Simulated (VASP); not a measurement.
Wanted: the native input for a VASP 6.6.1 run.

```yaml
Task: relaxation of cell and atoms
Functional: PBEsol
Potentials_or_basis: VASP PAW PBE potentials, release 64 (Ag)
Cutoff: 600 eV
k_mesh: 9 × 9 × 9
Occupations: fermi-dirac, width 0.1 eV
Spin: no spin polarisation
Target_pressure: 60 GPa
Dipole_correction: no
Further_INCAR_settings: ALGO = Normal; EDIFF = 1e-06; IBRION = 2; EDIFFG = -0.02; NSW = 80; ISIF = 3
```

The structure of Ag lies in POSCAR:

```
Ag
1.0
   -1.6556540000      1.6556540000      1.6556540000
    1.6556540000     -1.6556540000      1.6556540000
    1.6556540000      1.6556540000     -1.6556540000
Ag
1
Direct
    0.0000000000      0.0000000000      0.0000000000
```

One way to write it, as run:

INCAR

```
SYSTEM = Ag
ALGO = Normal
EDIFF = 1E-6
EDIFFG = -0.02
ENCUT = 600
GGA = PS
IBRION = 2
ISIF = 3
ISMEAR = -1
LASPH = .TRUE.
LCHARG = .FALSE.
LREAL = .FALSE.
LWAVE = .FALSE.
NELM = 60
NSW = 80
PREC = Accurate
PSTRESS = 600.0
SIGMA = 0.1
```

KPOINTS

```
k-points
0
G
  9 9 9
  0 0 0
```

Potentials or basis: VASP PAW PBE potentials, release 64 (Ag).

Launch:

```console
$ cat potpaw_PBE.64/Ag/POTCAR > POTCAR
$ mpirun -np 1 vasp_std > vasp.out
```

Results of the run:

- Relaxed volume: 13.00 Å³/atom
- Relaxed cell: a = 2.566 Å, b = 2.566 Å, c = 2.566 Å, α = 109.47°, β = 109.47°, γ = 109.47°
- Space group after relaxing (to 0.05 Å): Im-3m (No. 229)
- Energy change on relaxing (the enthalpy is what falls): +500.5 meV/atom
- Ionic steps: 10
- Pressure after relaxing: 59.9 GPa

Caveat: the cell is relaxed towards a set pressure, so the enthalpy falls and the energy may rise; the volume moved by over 15 % at a fixed basis, so the end points are rough; the PAW data sets were made with another functional, which shifts forces and pressure a little.

Run time: 81 s on 1 thread of Intel Xeon 8259CL, with other jobs on the host, peak memory 0.17 GiB.
